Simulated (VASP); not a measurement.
## MgZn7O8: single point with r2SCAN

The system is MgZn7O8.

```
O Mg Zn
1.0
     0.00057   -0.00058   -5.20504
     3.24112    5.59808    0.00026
     3.24092   -5.59797   -0.00097
O Mg Zn
8 1 7
Cartesian
  1.6213 -0.9325 -3.2316
  3.2413 -3.7304 -3.2320
  3.2430 1.8673 -3.2313
  4.8626 -0.9321 -3.2351
  3.2489 -1.8552 -0.6230
  1.6215 0.9396 -0.6267
  4.8625 0.9303 -0.6228
  3.2344 3.7428 -0.6222
  4.8622 -0.9296 -0.0020
  1.6211 -0.9370 -0.0096
  3.2348 -3.7242 -0.0097
  3.2490 1.8737 -0.0091
  3.2410 -1.8629 -2.6003
  1.6216 0.9366 -2.6073
  4.8628 0.9370 -2.5998
  3.2433 3.7347 -2.5996
```

```json
{
 "Program": "VASP 6.6.1",
 "Task": "single point",
 "Functional": "r2SCAN",
 "Potentials or basis": "VASP PAW PBE potentials, release 64 (O, Mg, Zn)",
 "Cutoff": "520 eV",
 "k mesh": "4 × 4 × 4",
 "Occupations": "gaussian, width 0.02 eV",
 "Spin": "no spin polarisation"
}
```

```
Pressure               : 0.8 GPa
Largest force          : 0.095 eV/Å
Band gap on the k mesh : 1.53 eV
```

Forces on the atoms (eV/Å):
```
O    0.001 -0.001  0.006
O   -0.002 -0.002  0.007
O    0.000  0.000  0.004
O    0.000 -0.002 -0.074
O    0.076  0.039  0.030
O   -0.001  0.001  0.008
O    0.000 -0.091  0.027
O   -0.076  0.039  0.027
Mg   0.000  0.000  0.019
Zn   0.001 -0.005  0.005
Zn  -0.003 -0.006  0.001
Zn   0.005 -0.005  0.004
Zn  -0.003  0.006 -0.017
Zn   0.001  0.006 -0.011
Zn   0.001  0.013 -0.020
Zn   0.001  0.007 -0.016
```

Stress tensor (GPa, compression positive):
```
 0.78  0.00  0.01
 0.00  0.99 -0.02
 0.01 -0.02  0.79
```

Levels at points of the mesh, in eV from the valence-band top:
```tsv
k point	band 65	band 66	band 67	band 68	band 69	band 70
(0.00, 0.00, 0.00)	-0.11	-0.01	0.00	1.53	6.10	6.57
(0.50, 0.00, 0.00)	-0.50	-0.29	-0.28	4.08	4.29	6.34
(0.00, 0.50, 0.00)	-0.51	-0.42	-0.29	3.87	4.06	6.64
(0.50, 0.50, 0.00)	-0.86	-0.83	-0.78	5.40	5.44	5.50
(0.00, 0.00, 0.50)	-0.51	-0.42	-0.29	3.87	4.06	6.64
(0.50, 0.00, 0.50)	-0.86	-0.83	-0.78	5.40	5.44	5.50
(0.00, 0.50, 0.50)	-0.52	-0.42	-0.30	3.88	4.07	6.63
(0.50, 0.50, 0.50)	-0.87	-0.84	-0.79	5.41	5.45	5.50
```

Run time: 70 min on 1 thread of Oxide Virtual Turin-like Processor, with other jobs on the host, peak memory 0.5 GiB.

Caveat: the PAW data sets were made with another functional, which shifts forces and pressure a little.
